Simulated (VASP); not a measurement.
Wanted: the native input for a VASP 6.6.1 run.

* Task: single point
* Functional: PBE
* Potentials or basis: VASP PAW PBE potentials, release 64 (K_sv)
* Cutoff: 520 eV
* k mesh: 14 × 14 × 14
* Occupations: gaussian, width 0.15 eV
* Spin: no spin polarisation
* Dipole correction: no
* Further INCAR settings: ALGO = Fast; EDIFF = 1e-07; NBANDS = 10

The structure of K lies in POSCAR:

```
K
1.0
   -2.5721850000      2.5721850000      2.6180000000
    2.5721850000     -2.5721850000      2.6180000000
    2.6638150000      2.6638150000     -2.6180000000
K
1
Direct
    0.0000000000      0.0000000000      0.0000000000
```

This cell differs from its parent crystal: strain +0.0350 x Voigt [0, 0, 0, 0, 0, 1].

These files were run (other wordings do the same):

INCAR

```
  ALGO = Fast
  EDIFF = 1E-7
  ENCUT = 520
  GGA = PE
  ISIF = 2
  ISMEAR = 0
  LASPH = True
  LCHARG = False
  LREAL = False
  LWAVE = False
  NBANDS = 10
  NELM = 100
  PREC = Accurate
  SIGMA = 0.15
```

KPOINTS

```
k-points
0
Gamma
  14 14 14
```

Potentials or basis: VASP PAW PBE potentials, release 64 (K_sv).

Run with:

```console
$ cat potpaw_PBE.64/K_sv/POTCAR > POTCAR
$ mpirun -np 1 vasp_std > vasp.out
```

It gave:

- Pressure: 0.1 GPa
- Band gap on the k mesh: zero (an odd number of electrons rules out a gap without spin polarisation)

Caveat: the cell differs from its parent crystal (strain +0.0350 x Voigt [0, 0, 0, 0, 0, 1]).

Wall time 2.9 min on 1 thread of AMD EPYC 9R45 96-Core Processor (Zen 5), on a shared host, peak memory 0.39 GiB.
